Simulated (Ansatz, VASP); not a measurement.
**As2Pt in VASP and in Ansatz**

```
CELL_PARAMETERS angstrom
5.96650 0.00000 0.00000
0.00000 5.96650 0.00000
0.00000 0.00000 5.96650
ATOMIC_POSITIONS crystal
As 0.38300 0.38300 0.38300
As 0.11700 0.61700 0.88300
As 0.88300 0.11700 0.61700
As 0.61700 0.88300 0.11700
As 0.61700 0.61700 0.61700
As 0.88300 0.38300 0.11700
As 0.11700 0.88300 0.38300
As 0.38300 0.11700 0.88300
Pt 0.00000 0.00000 0.00000
Pt 0.50000 0.00000 0.50000
Pt 0.50000 0.50000 0.00000
Pt 0.00000 0.50000 0.50000
```

Alike in both runs: task relaxation of cell and atoms; functional r2SCAN; k mesh 6 × 6 × 6; occupations gaussian, width 0.02 eV; no spin polarisation.

|  | VASP | Ansatz |
| --- | --- | --- |
| version | VASP 6.6.1 | Ansatz 0.2.0 |
| potentials or method | VASP PAW PBE potentials, release 64 (As, Pt), cutoff 550 eV | scalar-relativistic, plane waves, PAW |
| valence electrons in the cell | 80 | 192 |

VASP gave:

| Item | Value |
| --- | --- |
| gap on the k mesh at the Fermi level, each at its own relaxed structure (eV) | 0.40 |
| relaxed volume (Å³/atom) | 18.08 |
| relaxed cell length with the largest relative difference (Å) | 6.009 |

Q: Which values does Ansatz return?

A: gap on the k mesh at the Fermi level, each at its own relaxed structure (eV): 0.41; relaxed volume (Å³/atom): 18.09; relaxed cell length with the largest relative difference (Å): 6.009.

VASP's potentials were made for PBE, not for r2SCAN. VASP's potentials hold 80 valence electrons a cell and Ansatz's 192, so a difference there can come from the potentials and not from the codes.

Spin-orbit coupling is off throughout.
